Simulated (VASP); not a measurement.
Set up this calculation in VASP 6.6.1, as the native input.

```
Task                   : single point
Functional             : PBE
Dispersion             : D3(BJ)
Potentials or basis    : VASP PAW PBE potentials, release 64 (Li_sv, Se)
Cutoff                 : 750 eV
k mesh                 : 8 × 8 × 8
Occupations            : gaussian, width 0.05 eV
Spin                   : no spin polarisation
Dipole correction      : no
Further INCAR settings : ALGO = Normal; EDIFF = 1e-06; NBANDS = 13
```

The structure of Li2Se lies in POSCAR:

```
Li2Se
1.0
    0.0000000000      2.9875518290      2.9875518290
    2.9875518290      0.0000000000      2.9875518290
    2.9875518290      2.9875518290      0.0000000000
Li Se
2 1
Direct
    0.2500000000      0.2500000000      0.2500000000
    0.7500000000      0.7500000000      0.7500000000
    0.0000000000      0.0000000000      0.0000000000
```

These files were run (other wordings do the same):

INCAR

```
PREC = Accurate
ENCUT = 750
EDIFF = 1E-6
ISMEAR = 0
SIGMA = 0.05
LREAL = False
LASPH = True
NELM = 120
ALGO = Normal
ISIF = 2
LWAVE = False
LCHARG = False
GGA = PE
IVDW = 12
NBANDS = 13
GGA_COMPAT = False
```

KPOINTS

```
Automatic mesh
0
Gamma
  8 8 8
```

Potentials or basis: VASP PAW PBE potentials, release 64 (Li_sv, Se).

Launch:

```bash
$ cat potpaw_PBE.64/Li_sv/POTCAR potpaw_PBE.64/Se/POTCAR > POTCAR
$ mpirun -np 1 vasp_std > vasp.out
```

Results of the run:

```
Pressure                   : -2.1 GPa
Band gap on the k mesh     : 2.96 eV, indirect (least direct gap 3.45 eV)
Dispersion energy per atom : -0.266 eV
```

Caveat: three body term missing.

Run time: 58 s on 1 thread of Intel(R) Xeon(R) Platinum 8259CL CPU @ 2.50GHz (Skylake/Cascade Lake), on a shared host, peak memory 0.25 GiB.
